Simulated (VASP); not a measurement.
# Ca (Im-3m) in VASP: single point with PBE

Aim: the single point of Ca with PBE.

Program: VASP 6.6.1. These are calculated values, not measurements. Logs are shortened: lines on timing, memory, paths and dates and some standing lists are left out, and cuts for length are marked.

## Step 1: The cell of the first run

It takes space group Im-3m (No. 229, cubic). The conventional cell has a = 4.568 Å, b = 4.568 Å, c = 4.568 Å, α = 90.00°, β = 90.00°, γ = 90.00°. Ca (site symmetry m-3m) has 14 Ca at 3.96 to 4.57 Å within 5.2 Å.

This isn't the form of Ca at room conditions, which is fcc.

## Step 2: Single point, PBE (47.66 Å³/atom)

Contents of INCAR:

```
SYSTEM = Ca
PREC     = Accurate       ! precision mode
ENCUT    = 520            ! plane-wave cutoff, eV
EDIFF    = 1E-6           ! SCF threshold, eV
ISMEAR   = -1             ! smearing method
SIGMA    = 0.05           ! smearing width, eV
LREAL    = .FALSE.        ! projectors in reciprocal space
LASPH    = .TRUE.         ! aspherical terms in the spheres
NELM     = 60             ! most SCF steps
ALGO     = Normal         ! electronic algorithm
ISIF     = 2              ! what is computed and relaxed
LWAVE    = .FALSE.        ! write WAVECAR
LCHARG   = .FALSE.        ! write CHGCAR
GGA      = PE             ! functional
NBANDS   = 11             ! bands
```

Contents of KPOINTS:

```
regular mesh
0
G
  10 10 10
  0 0 0
```

Contents of POSCAR:

```
Ca
1.0
   -2.2839327222      2.2839327222      2.2839327222
    2.2839327222     -2.2839327222      2.2839327222
    2.2839327222      2.2839327222     -2.2839327222
Ca
1
Direct
    0.0000000000      0.0000000000      0.0000000000
```

Potentials or basis: VASP PAW PBE potentials, release 64 (Ca_sv).

Run with:

```
$ cat potpaw_PBE.64/Ca_sv/POTCAR > POTCAR
$ mpirun -np 1 vasp_std > vasp.out
```

OUTCAR:

```text
SYSTEM = Ca
   PREC = Accurate
   ENCUT = 520
   EDIFF = 1E-6
   ISMEAR = -1
   LREAL = .FALSE.
   LASPH = .TRUE.
   NELM = 60
   ISIF = 2
   GGA = PE

 ion  position               nearest neighbor table
   1  0.000  0.000  0.000-

  LATTYP: Found a body centered cubic cell.
 ALAT       =     4.5678654444

  Lattice vectors:

 A1 = (  -2.2839327222,   2.2839327222,   2.2839327222)
 A2 = (   2.2839327222,  -2.2839327222,   2.2839327222)
 A3 = (   2.2839327222,   2.2839327222,  -2.2839327222)

Analysis of symmetry for initial positions (statically):
=====================================================================
 Subroutine PRICEL returns:
 Original cell was already a primitive cell.

 Routine SETGRP: Setting up the symmetry group for a
 body centered cubic supercell.

 Subroutine GETGRP returns: Found 48 space group operations
 (whereof 48 operations were pure point group operations)
 out of a pool of 48 trial point group operations.

The static configuration has the point symmetry O_h .

Analysis of symmetry for dynamics (positions and initial velocities):
=====================================================================
 Subroutine PRICEL returns:
 Original cell was already a primitive cell.

 Routine SETGRP: Setting up the symmetry group for a
 body centered cubic supercell.

 Subroutine GETGRP returns: Found 48 space group operations
 (whereof 48 operations were pure point group operations)
 out of a pool of 48 trial point group operations.

The dynamic configuration has the point symmetry O_h .

 Subroutine INISYM returns: Found 48 space group operations
 (whereof 48 operations are pure point group operations),
 and found     1 'primitive' translations

----------------------------------------------------------------------------------------

                                     Primitive cell

  volume of cell :      47.6552

  direct lattice vectors                    reciprocal lattice vectors
    -2.283932722  2.283932722  2.283932722     0.000000000  0.218920634  0.218920634
     2.283932722 -2.283932722  2.283932722     0.218920634  0.000000000  0.218920634
     2.283932722  2.283932722 -2.283932722     0.218920634  0.218920634  0.000000000

  length of vectors
     3.955887516  3.955887516  3.955887516     0.309600530  0.309600530  0.309600530

  position of ions in fractional coordinates (direct lattice)
     0.000000000  0.000000000  0.000000000

  ion indices of the primitive-cell ions
   primitive index   ion index
                 1           1

----------------------------------------------------------------------------------------

 KPOINTS: regular mesh

Automatic generation of k-mesh.
 Grid dimensions read from file:
 generate k-points for:   10   10   10

 Generating k-lattice:

  Cartesian coordinates                     Fractional coordinates (reciprocal lattice)
     0.000000000  0.021892063  0.021892063     0.100000000  0.000000000  0.000000000
     0.021892063  0.000000000  0.021892063     0.000000000  0.100000000  0.000000000
     0.021892063  0.021892063  0.000000000     0.000000000  0.000000000  0.100000000

  Length of vectors
     0.030960053  0.030960053  0.030960053

  Shift w.r.t. Gamma in fractional coordinates (k-lattice)
     0.000000000  0.000000000  0.000000000

 Subroutine IBZKPT returns following result:
 ===========================================

 Found     47 irreducible k-points:

 Following reciprocal coordinates:
            Coordinates               Weight
  0.000000  0.000000  0.000000      1.000000
  0.100000  0.000000  0.000000     12.000000
  0.200000  0.000000  0.000000     12.000000
  0.300000  0.000000  0.000000     12.000000
  0.400000  0.000000  0.000000     12.000000
  0.500000  0.000000  0.000000      6.000000
[... 16 lines left out ...]
  0.300000  0.300000  0.100000      8.000000
 -0.300000  0.300000  0.100000     24.000000
 [... further k-points ...]
   k-points           NKPTS =     47   k-points in BZ     NKDIM =     47   number of bands    NBANDS=     11
   number of dos      NEDOS =    301   number of ions     NIONS =      1
   total plane-waves  NPLWV =  27000
   dimension x,y,z NGX =    30 NGY =   30 NGZ =   30
   dimension x,y,z NGXF=    60 NGYF=   60 NGZF=   60
   ions per type =               1
   NGX,Y,Z   is equivalent  to a cutoff of  12.61, 12.61, 12.61 a.u.
   NGXF,Y,Z  is equivalent  to a cutoff of  25.21, 25.21, 25.21 a.u.
 SYSTEM =  Ca
   PREC   = accura    normal or accurate (medium, high low for compatibility)
   ISTART =      0    job   : 0-new  1-cont  2-samecut
   ICHARG =      2    charge: 1-file 2-atom 10-const
   ISPIN  =      1    spin polarized calculation?
   LNONCOLLINEAR =      F non collinear calculations
   LSORBIT =      F    spin-orbit coupling
   LASPH  =      T    aspherical Exc in radial PAW
   ENCUT  =  520.0 eV  38.22 Ry    6.18 a.u.   7.36  7.36  7.36*2*pi/ulx,y,z
   NELM   =     60;   NELMIN=  2; NELMDL= -5     # of ELM steps
   EDIFF  = 0.1E-05   stopping-criterion for ELM
   LREAL  =      F    real-space projection
   EDIFFG = 0.1E-04   stopping-criterion for IOM
   NSW    =      0    number of steps for IOM
   IBRION =     -1    ionic relax: 0-MD 1-quasi-New 2-CG
   NFREE  =      0    steps in history (QN), initial steepest desc. (CG)
   ISIF   =      2    stress and relaxation
   ISYM   =      2    0-nonsym 1-usesym 2-fastsym
   POTIM  = 0.5000    time-step for ionic-motion
   TEBEG  =    0.0;   TEEND  =   0.0 temperature during run
   PSTRESS=    0.0 pullay stress
   NELECT =      10.0000    total number of electrons
   NUPDOWN=      -1.0000    fix difference up-down
   EMIN   =  10.00;   EMAX   =-10.00  energy-range for DOS
   EFERMI =   0.00;   METHOD = LEGACY
   ISMEAR =    -1;   SIGMA  =   0.05  broadening in eV -4-tet -1-fermi 0-gaus
   EFERMI_NEDOS =   21; number of points for ismear=-14 and -15
   IALGO  =     38    algorithm
   IMIX   =      4    mixing-type and parameters
     AMIX     =   0.40;   BMIX     =  1.00
     AMIX_MAG =   1.60;   BMIX_MAG =  1.00
  volume/ion in A,a.u.               =      47.66       321.59
  Fermi-wavevector in a.u.,A,eV,Ry     =   0.972833  1.838387 12.876603  0.946404
  Thomas-Fermi vector in A             =   2.103163
   LORBIT       =      0    0 simple, 1 ext, 2 COOP (PROOUT), +10 PAW based schemes
   GGA     = PE    functional components
   LHFCALC =     F    Hartree Fock is set to
   AEXX    =    0.0000 exact exchange contribution
   IVDW    =     0    specifies the selected vdW correction
   LEPSILON=     F    determine dielectric tensor
   LRPA    =     F    only Hartree local field effects (RPA)
 non-spin polarized calculation
  energy-cutoff  :      520.00
  volume of cell :       47.66
 maximum number of plane-waves:      1307
 NGX is ok and might be reduce to    30
   NGX = 15   NGY = 15   NGZ = 15

 number of electron      10.0000000 magnetization

 number of electron       9.9999997 magnetization

 Free energy of the ion-electron system (eV)
  ---------------------------------------------------
  ext. energy  EPLUGINS =         0.00000000
  ---------------------------------------------------
  free energy    TOTEN  =        -1.89054541 eV

  energy without entropy =       -1.87771783  energy(sigma->0) =       -1.88413162

 E-fermi :   1.5555     XC(G=0):  -7.3708

 val. band max:        1.5402635548   @ k =  -0.4000  -0.4000   0.1000
 cond. band min:       1.5851761845   @ k =   0.5000   0.5000   0.3000
 fundamental gap:      0.0449126297
 Fermi energy:         1.5554945609

 k-point     1 :       0.0000    0.0000    0.0000
  band No.  band energies     occupation
      1     -40.8141      2.00000
      2     -21.7397      2.00000
      3     -21.7397      2.00000
      4     -21.7397      2.00000
      5      -2.3007      2.00000
      6       3.6597      0.00000
      7       3.6597      0.00000
      8       3.6597      0.00000
      9       4.5879      0.00000
     10       4.5879      0.00000
     11      11.1535      0.00000

 k-point     2 :       0.1000    0.0000    0.0000
  band No.  band energies     occupation
      1     -40.8134      2.00000
      2     -21.7483      2.00000
      3     -21.7426      2.00000
      4     -21.7396      2.00000
      5      -2.1373      2.00000
      6       3.5655      0.00000
      7       3.5935      0.00000
      8       3.7769      0.00000
      9       4.4870      0.00000
     10       4.5915      0.00000
     11      10.7872      0.00000

 k-point     3 :       0.2000    0.0000    0.0000
  band No.  band energies     occupation
      1     -40.8113      2.00000
      2     -21.7706      2.00000
      3     -21.7504      2.00000
      4     -21.7396      2.00000
      5      -1.6609      2.00000
      6       3.2744      0.00000
      7       3.3367      0.00000
      8       4.1153      0.00000
      9       4.4039      0.00000
     10       4.6162      0.00000
     11       9.3620      0.00000

 k-point     4 :       0.3000    0.0000    0.0000
  band No.  band energies     occupation
      1     -40.8087      2.00000
      2     -21.7980      2.00000
      3     -21.7598      2.00000
      4     -21.7394      2.00000
      5      -0.9163      2.00000
      6       2.7059      0.00000
      7       3.0830      0.00000
      8       4.4610      0.00000
      9       4.6259      0.00000
     10       4.6807      0.00000
     11       7.7458      0.00000
[... 239 lines left out ...]
 k-point    22 :      -0.2000    0.2000    0.1000
  band No.  band energies     occupation
      1     -40.8106      2.00000
      2     -21.7705      2.00000
      3     -21.7534      2.00000
      4     -21.7467      2.00000
      5      -1.5052      2.00000
      6       3.3207      0.00000
      7       3.4050      0.00000
      8       4.0281      0.00000
      9       4.0914      0.00000
     10       4.7769      0.00000
     11       9.4082      0.00000

 k-point    23 :       0.3000    0.3000    0.1000
  band No.  band energies     occupation
      1     -40.8053      2.00000
      2     -21.7953      2.00000
      3     -21.7953      2.00000
      4     -21.7579      2.00000
      5       1.7378      0.05082
      6       1.7378      0.05082
      7       1.9111      0.00163
      8       4.7900      0.00000
      9       4.7900      0.00000
     10       5.0266      0.00000
     11       6.4612      0.00000

 k-point    24 :      -0.3000    0.3000    0.1000
  band No.  band energies     occupation
      1     -40.8081      2.00000
      2     -21.7968      2.00000
      3     -21.7630      2.00000
      4     -21.7462      2.00000
      5      -0.7700      2.00000
      6       2.7382      0.00000
      7       3.1731      0.00000
      8       4.1212      0.00000
      9       4.5958      0.00000
     10       4.7925      0.00000
     11       7.7799      0.00000

 [... further k-points ...]
[... 5 lines left out ...]
  --------------------------------------------------------------------------------------
  -------------------------------------------------------------------------------------
  Total       -0.5019242     -0.5019242     -0.5019242      0.0000000     -0.0000000      0.0000000
  in kB      -16.8748083    -16.8748083    -16.8748083      0.0000000     -0.0000000      0.0000000
  external PRESSURE =     -16.8748083 kB  Pullay stress =       0.0000000 kB

 VOLUME and BASIS-vectors are now :
 -----------------------------------------------------------------------------
  energy-cutoff  :      520.00
  volume of cell :       47.66
      direct lattice vectors                 reciprocal lattice vectors
    -2.283932722  2.283932722  2.283932722     0.000000000  0.218920634  0.218920634
     2.283932722 -2.283932722  2.283932722     0.218920634  0.000000000  0.218920634
     2.283932722  2.283932722 -2.283932722     0.218920634  0.218920634  0.000000000

 POSITION                                       TOTAL-FORCE (eV/Angst)
 -----------------------------------------------------------------------------------
      0.00000      0.00000      0.00000         0.000000      0.000000      0.000000
 -----------------------------------------------------------------------------------
    total drift:                               -0.000000      0.000000      0.000000

  FREE ENERGIE OF THE ION-ELECTRON SYSTEM (eV)
  ---------------------------------------------------
  free  energy   TOTEN  =        -1.8905454119 eV

  energy  without entropy=       -1.8777178296  energy(sigma->0) =       -1.88413162
```

Wall time 22 s (1 thread of Intel Xeon 8259CL, shared host); peak memory 0.18 GiB.

What came out:

```yaml
Free_energy: -1.8905 eV
Pressure: -1.7 GPa
Band_gap_on_the_k_mesh: zero (bands 5 and 6 overlap by 0.30 eV)
```

The gap in the log of VASP goes by the Fermi energy; the results here count the filled bands.